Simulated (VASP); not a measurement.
# CdH2O2 (P-3m1) in VASP: a series of runs, part 2 of 2

VASP 6.6.1.

### Step 6. Single point, PBEsol (strain +0.030 along x and y, +0.030 along z)

File INCAR:

```
ALGO     = Normal         # electronic algorithm
EDIFF    = 1E-7           # SCF threshold, eV
ENCUT    = 520            # plane-wave cutoff, eV
GGA      = PS             # functional
ISIF     = 2              # what is computed and relaxed
ISMEAR   = 0              # smearing method
LASPH    = T              # aspherical terms in the spheres
LCHARG   = F              # write CHGCAR
LREAL    = F              # projectors in reciprocal space
LWAVE    = F              # write WAVECAR
NBANDS   = 21             # bands
NELM     = 60             # most SCF steps
PREC     = Accurate       # precision mode
SIGMA    = 0.05           # smearing width, eV
```

File KPOINTS:

```
k-points
0
Gamma
  9 9 6
```

File POSCAR:

```
CdH2O2
1.0
    3.6209917437      0.0000000000      0.0000000000
   -1.8104958718      3.1358708369      0.0000000000
    0.0000000000      0.0000000000      4.7822686687
Cd H O
1 2 2
Direct
    0.0000000000      0.0000000000      0.0000000000
    0.6666666667      0.3333333333      0.5509607200
    0.3333333333      0.6666666667      0.4490392800
    0.6666666667      0.3333333333      0.7593720000
    0.3333333333      0.6666666667      0.2406280000
```

Potentials or basis: VASP PAW PBE potentials, release 64 (Cd, H, O).

Command:

```console
$ cat potpaw_PBE.64/Cd/POTCAR potpaw_PBE.64/H/POTCAR potpaw_PBE.64/O/POTCAR > POTCAR
$ mpirun -np 1 vasp_std > vasp.out
```

It took 44 s on 1 thread of AMD EPYC 9R45 (Zen 5), shared host; peak memory 0.19 GiB.

Results (log left out):

```
Free energy            : -23.3517 eV
Pressure               : -8.3 GPa
Largest force          : 0.687 eV/Å
Band gap on the k mesh : 1.37 eV (least direct gap 1.70 eV)
```

Forces on the atoms (eV/Å):
```
Cd   0.000  0.000  0.000
H    0.000  0.000  0.687
H    0.000  0.000 -0.687
O    0.000  0.000 -0.089
O    0.000  0.000  0.089
```

Stress tensor (GPa, compression positive):
```
-7.43  0.00  0.00
 0.00 -7.43  0.00
 0.00  0.00 -9.91
```

Levels at points of the mesh, in eV from the valence-band top:
| k point | band 11 | band 12 | band 13 | band 14 | band 15 | band 16 |
| --- | --- | --- | --- | --- | --- | --- |
| (0.00, 0.00, 0.00) | -0.82 | -0.32 | -0.32 | 1.37 | 6.11 | 9.33 |
| (0.00, 0.00, 0.50) | -1.03 | -0.08 | -0.08 | 3.77 | 4.20 | 10.58 |

Caveat: the cell differs from its parent crystal (strain +0.030 along x and y, +0.030 along z); the cell stands under tension; the PAW data sets were made with another functional, which shifts forces and pressure a little.

### Step 7. Single point, PBEsol (strain -0.015 along x and y, +0.030 along z)

File INCAR:

```
SYSTEM = CdH2O2
ALGO     = Normal         ! electronic algorithm
EDIFF    = 1E-6           ! SCF threshold, eV
ENCUT    = 700            ! plane-wave cutoff, eV
GGA      = PS             ! functional
GGA_COMPAT= .False.      
ISIF     = 2              ! what is computed and relaxed
ISMEAR   = 0              ! smearing method
LASPH    = .True.         ! aspherical terms in the spheres
LCHARG   = .False.        ! write CHGCAR
LREAL    = .False.        ! projectors in reciprocal space
LWAVE    = .False.        ! write WAVECAR
NBANDS   = 25             ! bands
NELM     = 120            ! most SCF steps
PREC     = Accurate       ! precision mode
SIGMA    = 0.05           ! smearing width, eV
```

File KPOINTS:

```
k-points
0
Gamma
  9 9 6
  0 0 0
```

Edit POSCAR of step 6 so:

```diff
@@ -2,4 +2,4 @@
 1.0
-    3.6209917437      0.0000000000      0.0000000000
-   -1.8104958718      3.1358708369      0.0000000000
+    3.4627930753      0.0000000000      0.0000000000
+   -1.7313965376      2.9988667712      0.0000000000
     0.0000000000      0.0000000000      4.7822686687
```

Potentials or basis: VASP PAW PBE potentials, release 64 (Cd_sv_GW, H, O).

Command:

```console
$ cat potpaw_PBE.64/Cd_sv_GW/POTCAR potpaw_PBE.64/H/POTCAR potpaw_PBE.64/O/POTCAR > POTCAR
$ mpirun -np 1 vasp_std > vasp.out
```

Run time: 63 s. Hardware: 1 thread of Intel Xeon 6975P-C (Granite Rapids), shared host; peak memory 0.28 GiB.

It converged, with:

| Property | Result |
| --- | --- |
| Free energy | -23.5811 eV |
| Pressure | -2.5 GPa |
| Largest force | 0.700 eV/Å |
| Band gap on the k mesh | 1.58 eV (least direct gap 1.85 eV) |

Forces in eV/Å, atoms in the order of the input:
```
Cd   0.000  0.000  0.000
H    0.000  0.000  0.700
H    0.000  0.000 -0.700
O    0.000  0.000 -0.524
O    0.000  0.000  0.524
```

Stress tensor (GPa, compression positive):
```
 0.03  0.00  0.00
 0.00  0.03  0.00
 0.00  0.00 -7.56
```

Levels at points of the mesh, in eV from the valence-band top:
| k point | band 15 | band 16 | band 17 | band 18 | band 19 | band 20 |
| --- | --- | --- | --- | --- | --- | --- |
| (0.00, 0.00, 0.00) | -1.04 | -0.27 | -0.27 | 1.58 | 6.12 | 9.52 |
| (0.00, 0.00, 0.50) | -1.26 | -0.03 | -0.03 | 4.24 | 4.32 | 10.55 |

Caveat: the cell differs from its parent crystal (strain -0.015 along x and y, +0.030 along z); the stress differs along the axes, from -8 to 0 GPa; the PAW data sets were made with another functional, which shifts forces and pressure a little.

### Step 8. Overview

```csv
potentials or basis,cell,cutoff (eV),gap on the mesh (eV),pressure (GPa),largest force (eV/Å)
"VASP PAW PBE potentials, release 64 (Cd, H, O)","a = 3.568, b = 3.568, c = 4.713 Å, angles 90.0, 90.0, 120.0°, 5 atoms",520,1.49,-4.5,0.30
"VASP PAW PBE potentials, release 64 (Cd, H, O)","a = 3.621, b = 3.621, c = 4.643 Å, angles 90.0, 90.0, 120.0°, 5 atoms",520,1.47,-4.5,1.05
"VASP PAW PBE potentials, release 64 (Cd, H, O)","a = 3.568, b = 3.568, c = 4.782 Å, angles 90.0, 90.0, 120.0°, 5 atoms",520,1.44,-6.4,0.69
"VASP PAW PBE potentials, release 64 (Cd, H, O)","a = 3.621, b = 3.621, c = 4.713 Å, angles 90.0, 90.0, 120.0°, 5 atoms",520,1.42,-6.4,0.45
"VASP PAW PBE potentials, release 64 (Cd, H, O)","a = 3.621, b = 3.621, c = 4.782 Å, angles 90.0, 90.0, 120.0°, 5 atoms",520,1.37,-8.3,0.69
"VASP PAW PBE potentials, release 64 (Cd_sv_GW, H, O)","a = 3.463, b = 3.463, c = 4.782 Å, angles 90.0, 90.0, 120.0°, 5 atoms",700,1.58,-2.5,0.70
```

Alike in all rows: task single point; level PBEsol; no spin polarisation; k mesh 9 × 9 × 6; smearing gaussian 0.05 eV.

Caveats: the PAW data sets were made with another functional, which shifts forces and pressure a little; the cell stands under tension (at least some runs); the stress differs along the axes, from -7 to -0 GPa (at least some runs); the stress differs along the axes, from -8 to 0 GPa (at least some runs).

Total energies depend on the potentials used, so only differences within one code and one set of settings carry meaning.
